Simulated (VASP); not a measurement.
Here is a VASP 6.6.1 calculation.

File INCAR:

```
SYSTEM = Cd3InO
PREC = Accurate ; ENCUT = 520
EDIFF = 1E-6 ; ISMEAR = 0
SIGMA = 0.1 ; LREAL = .False.
LASPH = .True. ; NELM = 150
ALGO = Normal ; ISIF = 2
LWAVE = .False. ; LCHARG = .False.
ISPIN = 2 ; MAGMOM = 0 0 0 0 1
LORBIT = 11 ; GGA = PE
NBANDS = 40
```

The input KPOINTS:

```
Automatic mesh
0
Gamma
  4 4 4
  0 0 0
```

File POSCAR:

```
Cd3InO
1.0
    4.7679617800      0.0000000000      0.0000000000
    0.0000000000      4.7679617800      0.0000000000
    0.0000000000      0.0000000000      4.7679617800
Cd In O
3 1 1
Direct
    0.5000000000      0.0000000000      0.5000000000
    0.5000000000      0.5000000000      0.0000000000
    0.0000000000      0.5000000000      0.5000000000
    0.0000000000      0.0000000000      0.0000000000
    0.5000000000      0.5000000000      0.5000000000
```

Potentials or basis: VASP PAW PBE potentials, release 64 (Cd, In_d, O).

Launch:

```bash
$ cat potpaw_PBE.64/Cd/POTCAR potpaw_PBE.64/In_d/POTCAR potpaw_PBE.64/O/POTCAR > POTCAR
$ mpirun -np 1 vasp_std > vasp.out
```

(1) Predict the pressure.

(2) Predict the net moment.

## Answers

(1) -0.7 GPa.

(2) 0.00 μB per cell.
